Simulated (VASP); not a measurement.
Write the native input for VASP 6.6.1 that does the following.

- Task: single point
- Functional: PBE-based global hybrid
- Potentials or basis: VASP PAW PBE potentials, release 64 (Ga_d, As)
- Cutoff: 520 eV
- k mesh: 4 × 4 × 4
- Occupations: fermi-dirac, width 0.02 eV
- Spin: no spin polarisation
- Dipole correction: no
- Grid for exact exchange (PRECFOCK): Normal
- Share of exact exchange: 0.75
- Further INCAR settings: ALGO = Normal; EDIFF = 1e-07; NBANDS = 16

Crystal: GaAs.

```
CELL_PARAMETERS angstrom
0.00000 2.66452 2.66452
2.66452 0.00000 2.66452
2.66452 2.66452 0.00000
ATOMIC_POSITIONS crystal
Ga 0.00000 0.00000 0.00000
As 0.50000 0.50000 0.50000
```

These files were run (other wordings do the same):

POSCAR

```
GaAs
1.0
    0.0000000000      2.6645247173      2.6645247173
    2.6645247173      0.0000000000      2.6645247173
    2.6645247173      2.6645247173      0.0000000000
Ga As
1 1
Direct
    0.0000000000      0.0000000000      0.0000000000
    0.5000000000      0.5000000000      0.5000000000
```

INCAR.step1

```
SYSTEM = GaAs
PREC = Accurate ; ENCUT = 520
EDIFF = 1E-5 ; ISMEAR = -1
SIGMA = 0.02 ; LREAL = .False.
LASPH = .True. ; NELM = 80
ALGO = Normal ; ISIF = 2
LWAVE = .True. ; LCHARG = .False.
GGA = PE ; NBANDS = 16
```

INCAR.step2

```
SYSTEM = GaAs
PREC = Accurate ; ENCUT = 520
EDIFF = 1E-7 ; ISMEAR = -1
SIGMA = 0.02 ; LREAL = .False.
LASPH = .True. ; NELM = 80
ALGO = Normal ; ISIF = 2
LWAVE = .False. ; LCHARG = .False.
GGA = PE ; LHFCALC = .True.
AEXX = 0.75 ; PRECFOCK = Normal
ISTART = 1 ; NBANDS = 16
```

KPOINTS

```
Automatic mesh
0
Gamma
  4 4 4
  0 0 0
```

Potentials or basis: VASP PAW PBE potentials, release 64 (Ga_d, As).

Launch:

```bash
$ cat potpaw_PBE.64/Ga_d/POTCAR potpaw_PBE.64/As/POTCAR > POTCAR
$ cp INCAR.step1 INCAR
$ mpirun -np 1 vasp_std > vasp.out
$ cp INCAR.step2 INCAR
$ mpirun -np 1 vasp_std > vasp.out
```

It gave:

| Property | Result |
| --- | --- |
| Pressure | -2.6 GPa |
| Band gap on the k mesh | zero (band 9 reaches 6.38 eV, above the bottom of band 10 at -0.09 eV) |

Caveat: the k points lie up to 0.51 Å⁻¹ apart; the PAW data sets were made with another functional, which shifts forces and pressure a little.

Wall time 13 min on 1 thread of AMD EPYC 7R13 Processor (Zen 3) (shared host), peak memory 0.15 GiB.
